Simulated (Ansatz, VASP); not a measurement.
# One calculation of AgCl, two programs

Contents of POSCAR:

```
AgCl
1.0
    3.4339730000      0.0000000000      0.0000000000
    0.0000000000      3.5541620550      0.0000000000
    0.0000000000      0.0000000000      3.4339730000
Ag Cl
1 1
Direct
    0.0000000000      0.0000000000      0.0000000000
    0.5000000000      0.5000000000      0.5000000000
```

The input INCAR.step1:

```
SYSTEM = AgCl
ALGO = Normal
EDIFF = 1E-4
ENCUT = 520
GGA = PE
ISMEAR = 0
LASPH = .True.
LCHARG = .False.
LREAL = .False.
LWAVE = .True.
NBANDS = 16
NELM = 100
PREC = Accurate
SIGMA = 0.05
```

File INCAR.step2:

```
SYSTEM = AgCl
ALGO = Normal
EDIFF = 1E-6
ENCUT = 520
ISIF = 2
ISMEAR = 0
ISTART = 1
LASPH = .True.
LCHARG = .True.
LELF = .True.
LMIXTAU = .True.
LREAL = .False.
LVHAR = .True.
LWAVE = .False.
METAGGA = R2SCAN
NBANDS = 16
NELM = 100
PREC = Accurate
SIGMA = 0.05
```

File KPOINTS:

```
k-points
0
Gamma
  8 8 8
  0 0 0
```

Input for Ansatz:

```yaml
crystal:
  lattice:
    - [3.433973, 0.0, 0.0]
    - [0.0, 3.554162055, 0.0]
    - [0.0, 0.0, 3.433973]
  atoms:
    - { symbol: Ag, position: [0.0, 0.0, 0.0] }
    - { symbol: Cl, position: [0.5, 0.5, 0.5] }
basis:
  ecutwfc: 500
kpoints:
  mp_grid: { grid: [8, 8, 8] }
hamiltonian:
  xc: r2scan
scf:
  occupations: { method: gaussian, width: 0.05 }
output:
  forces: true
  stress: true
  eigenvalues: true
```

Change from the starting cell: strain +0.0350 x Voigt [0, 1, 0, 0, 0, 0], atoms carried along.

Alike in both runs: task single point; functional r2SCAN; k mesh 8 × 8 × 8; occupations gaussian, width 0.05 eV; no spin polarisation.

```csv
,VASP,Ansatz
version,VASP 6.6.1,Ansatz 0.2.0
potentials or method,"VASP PAW PBE potentials, release 64 (Ag, Cl), cutoff 520 eV","scalar-relativistic, plane waves, PAW"
valence electrons in the cell,18,26
```

```csv
,VASP,Ansatz,Ansatz less VASP
gap on the k mesh at the Fermi level (eV),1.11,1.15,+0.039
least direct gap on the mesh (eV),2.48,2.49,+0.016
pressure (GPa),-3.4,-3.3,+0.10
"traceless stress, the component that is largest in VASP (GPa)",-1.17,-1.19,-0.014
```

VASP's potentials were made for PBE, not for r2SCAN. VASP's potentials hold 18 valence electrons a cell and Ansatz's 26, so a difference there can come from the potentials and not from the codes.
